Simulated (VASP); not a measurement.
MnS: single point with PBE

Crystal: MnS.

```
Mn S
1.0
     0.00000    2.54760    2.54760
     2.54760    0.00000    2.54760
     2.54760    2.54760    0.00000
Mn S
1 1
Direct
  0.00000 0.00000 0.00000
  0.50000 0.50000 0.50000
```

```json
{"Program": "VASP 6.6.1", "Task": "single point", "Functional": "PBE", "Potentials or basis": "VASP PAW PBE potentials, release 64 (Mn_pv, S)", "Cutoff": "520 eV", "k mesh": "14 × 14 × 14", "Occupations": "gaussian, width 0.1 eV", "Spin": "collinear spin, ferromagnetic start", "Starting moments": "[4.6, 0.15] μB", "Dipole correction": "no", "Further INCAR settings": "ALGO = Normal; EDIFF = 1e-06; NBANDS = 20"}
```

The pressure is 0.0 GPa, the net moment is 4.49 μB per cell and the site moments are Mn +4.09; S +0.08 μB. The valence electrons inside the program's atomic spheres are Mn 11.37; S 3.74.

Levels at points of the mesh, in eV from the Fermi level:
Spin up:
| k point | band 10 | band 11 | band 12 | band 13 | band 14 | band 15 |
| --- | --- | --- | --- | --- | --- | --- |
| (0.00, 0.00, 0.00) | -2.01 | -2.01 | -2.01 | 2.19 | 8.70 | 8.70 |
| (0.50, 0.00, 0.00) | -2.40 | 0.60 | 0.60 | 2.83 | 5.40 | 5.40 |
| (0.50, 0.50, 0.00) | -2.65 | -2.65 | -2.10 | 0.98 | 5.53 | 10.69 |
Spin down:
```tsv
k point	band 5	band 6	band 7	band 8	band 9	band 10
(0.00, 0.00, 0.00)	-1.81	-1.81	-1.81	0.06	0.06	0.06
(0.50, 0.00, 0.00)	-6.88	-3.70	-3.70	1.15	1.15	1.37
(0.50, 0.50, 0.00)	-6.02	-3.45	-3.45	-1.17	0.62	1.42
```

Wall time 67 s on 1 thread of Intel(R) Xeon(R) 6975P-C (Granite Rapids), with other jobs on the host, peak memory 0.24 GiB.

Caveat: a cell with one magnetic atom can't hold antiferromagnetic order, which such compounds often take; semilocal functionals often make such compounds metallic where correlation or magnetic order opens a gap, which also shifts bond lengths. With open d or f shells a metallic result of PBE can be an artefact of self-interaction; +U or a hybrid may open a gap.
